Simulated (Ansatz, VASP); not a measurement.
One calculation of CdS, two programs

File INCAR:

```
  ALGO = Normal
  EDIFF = 1E-6
  ENCUT = 520
  GGA = PS
  ISIF = 2
  ISMEAR = -1
  LASPH = T
  LCHARG = F
  LREAL = F
  LWAVE = F
  NBANDS = 16
  NELM = 60
  PREC = Accurate
  SIGMA = 0.05
```

Contents of KPOINTS:

```
k-points
0
Gamma
  7 7 5
```

The input POSCAR:

```
CdS
1.0
    4.2611695877      0.0000000000      0.0000000000
   -2.1305847939      3.6902811128      0.0000000000
    0.0000000000      0.0000000000      5.8041729400
Cd S
1 1
Direct
    0.0000000000      0.0000000000      0.4426919200
    0.6666666667      0.3333333333      0.4343080800
```

File input.yaml:

```yaml
crystal:
  lattice:
    - [4.2611695877, 0.0, 0.0]
    - [-2.1305847939, 3.6902811128, 0.0]
    - [0.0, 0.0, 5.80417294]
  atoms:
    - { symbol: Cd, position: [0.0, 0.0, 0.44269192] }
    - { symbol: S, position: [0.6666666667, 0.3333333333, 0.43430808] }
hamiltonian:
  xc: pbesol
  pseudopotentials: { kind: paw }
kpoints:
  mp_grid: { grid: [7, 7, 5] }
  band_path:
    path:
      - [[0.0, 0.0, 0.0], [0.5, 0.0, 0.0], [0.3333333333, 0.3333333333, 0.0], [0.0, 0.0, 0.0], [0.0, 0.0, 0.5], [0.5, 0.0, 0.5], [0.3333333333, 0.3333333333, 0.5], [0.0, 0.0, 0.5]]
      - [[0.5, 0.0, 0.5], [0.5, 0.0, 0.0]]
      - [[0.3333333333, 0.3333333333, 0.0], [0.3333333333, 0.3333333333, 0.5]]
    npoints: 14
scf:
  occupations: { method: fermi_dirac, width: 0.05 }
  n_extra_bands: 6
output:
  forces: true
  stress: true
  eigenvalues: true
  fatbands: false
  write_density: true
  write_potential: true
  elf: true
  volumetric_format: npy
```

Alike in both runs: functional PBEsol; k mesh 7 × 7 × 5; occupations fermi-dirac, width 0.05 eV; no spin polarisation.

|  | VASP | Ansatz |
| --- | --- | --- |
| version | VASP 6.6.1 | Ansatz 0.2.0 |
| potentials or method | VASP PAW PBE potentials, release 64 (Cd, S) | Ansatz PAW |
| plane-wave cutoff (eV) | 520 | 420 |
| valence electrons in the cell | 18 | 26 |
| task | single point | band structure |

|  | VASP | Ansatz | Ansatz less VASP |
| --- | --- | --- | --- |
| gap on the k mesh at the Fermi level (eV) | 1.42 | 1.42 | -0.003 |
| least direct gap on the mesh (eV) | 1.42 | 1.42 | -0.003 |
| pressure (GPa) | -1.3 | -1.5 | -0.19 |
| traceless stress, the component that is largest in VASP (GPa) | 1.29 | 1.49 | +0.208 |
| rms of the force components (eV/Å) | 0.008 | 0.010 | +0.0019 |

VASP's potentials were made for PBE, not for PBEsol. Atom by atom the forces differ by 0.002 eV/Å (rms over components). VASP's potentials hold 18 valence electrons a cell and Ansatz's 26, so a difference there can come from the potentials and not from the codes.
